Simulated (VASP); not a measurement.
Input of a VASP 6.6.1 run:

File INCAR:

```
PREC     = Accurate       # precision mode
ENCUT    = 500            # plane-wave cutoff, eV
EDIFF    = 1E-6           # SCF threshold, eV
ISMEAR   = 0              # smearing method
SIGMA    = 0.05           # smearing width, eV
LREAL    = F              # projectors in reciprocal space
LASPH    = T              # aspherical terms in the spheres
NELM     = 120            # most SCF steps
ALGO     = Normal         # electronic algorithm
ISIF     = 2              # what is computed and relaxed
LWAVE    = F              # write WAVECAR
LCHARG   = F              # write CHGCAR
GGA      = PE             # functional
NBANDS   = 12             # bands
GGA_COMPAT= F
```

The input KPOINTS:

```
Automatic mesh
0
Gamma
  17 17 17
```

POSCAR

```
Sc
1.0
   -1.9172054859      1.9172054859      1.7176030000
    1.9172054859     -1.9172054859      1.7176030000
    1.9172054859      1.9172054859     -1.7176030000
Sc
1
Direct
    0.0000000000      0.0000000000      0.0000000000
```

Potentials or basis: VASP PAW PBE potentials, release 64 (Sc_sv).

Launch:

```console
$ cat potpaw_PBE.64/Sc_sv/POTCAR > POTCAR
$ mpirun -np 1 vasp_std > vasp.out
```

(1) Estimate the band gap on the k mesh.

(2) Estimate the pressure.

Answers

(1) zero (an odd number of electrons rules out a gap without spin polarisation).

(2) -0.8 GPa.
